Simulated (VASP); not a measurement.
Input of a VASP 6.6.1 run:

INCAR

```
  PREC = Accurate
  ENCUT = 500
  EDIFF = 1E-6
  ISMEAR = 1
  SIGMA = 0.03
  LREAL = F
  LASPH = T
  NELM = 120
  ALGO = Normal
  ISIF = 2
  LWAVE = F
  LCHARG = F
  GGA = CA
  NBANDS = 29
  GGA_COMPAT = F
```

The input KPOINTS:

```
regular mesh
0
Gamma
  10 10 10
```

The input POSCAR:

```
Al2Ru
1.0
    0.0000000000      4.0111258791      4.4097332206
    2.2250684664      0.0000000000      4.4097332206
    2.2250684664      4.0111258791      0.0000000000
Al Ru
4 2
Direct
    0.0788992938      0.4211007062      0.0788992938
    0.4211007062      0.0788992938      0.4211007062
    0.1711007062      0.8288992938      0.1711007062
    0.8288992938      0.1711007062      0.8288992938
    0.7500000000      0.7500000000      0.7500000000
    0.5000000000      0.5000000000      0.5000000000
```

Potentials or basis: VASP PAW LDA potentials, release 64 (Al, Ru_pv).

Launch:

```console
$ cat potpaw_LDA.64/Al/POTCAR potpaw_LDA.64/Ru_pv/POTCAR > POTCAR
$ mpirun -np 1 vasp_std > vasp.out
```

(1) Estimate the band gap on the k mesh.

(2) What does it give for the pressure?

(3) What does it give for the largest force?

## Answers

(1) zero (bands 20 and 21 overlap by 0.30 eV).

(2) 5.4 GPa.

(3) 0.278 eV/Å.

Caveat: the stress differs along the axes, from -1 to 18 GPa.
